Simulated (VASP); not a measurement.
Crystal: Mg3Ti.

```
Mg Ti
1.0
    -2.20097    2.20097    4.37757
     2.20097   -2.20097    4.37757
     2.20097    2.20097   -4.37757
Mg Ti
3 1
Direct
  0.50000 0.50000 0.00000
  0.25000 0.75000 0.50000
  0.75000 0.25000 0.50000
  0.00000 0.00000 0.00000
```

Program: VASP 6.6.1. Alike in all runs: task single point; cell as given; cutoff (eV) 520. Hardware: 1 thread of Intel(R) Xeon(R) 6975P-C (Granite Rapids) (shared host).

Order these runs on this cell by their wall time, lowest first.
A. level PBE; potentials or basis VASP PAW PBE potentials, release 64 (Mg, Ti_sv); spin collinear, ferromagnetic start; k mesh 2 × 5 × 1; smearing tetrahedron
B. level BLYP; potentials or basis VASP PAW PBE potentials, release 64 (Mg, Ti_sv); spin collinear, ferromagnetic start; k mesh 2 × 2 × 2; smearing gaussian 0.1 eV
C. level LDA; potentials or basis VASP PAW LDA potentials, release 64 (Mg, Ti_sv); spin collinear, ferromagnetic start; k mesh 2 × 2 × 2; smearing gaussian 0.1 eV
D. level PBE+U; potentials or basis VASP PAW PBE potentials, release 64 (Mg, Ti_sv); spin off; U Ti d U = 9.0 eV, J = 0.73 eV; k mesh 1 × 1 × 5; smearing gaussian 0.1 eV; LDAUTYPE 1; hund's J 0.73

D (9.3 s), A (20 s), B (43 s), C (120 s).

Caveats: all runs use coarse meshes; U without spin polarisation on a metal has little footing (some runs); the U is typed as a test and isn't derived for this compound (some runs).
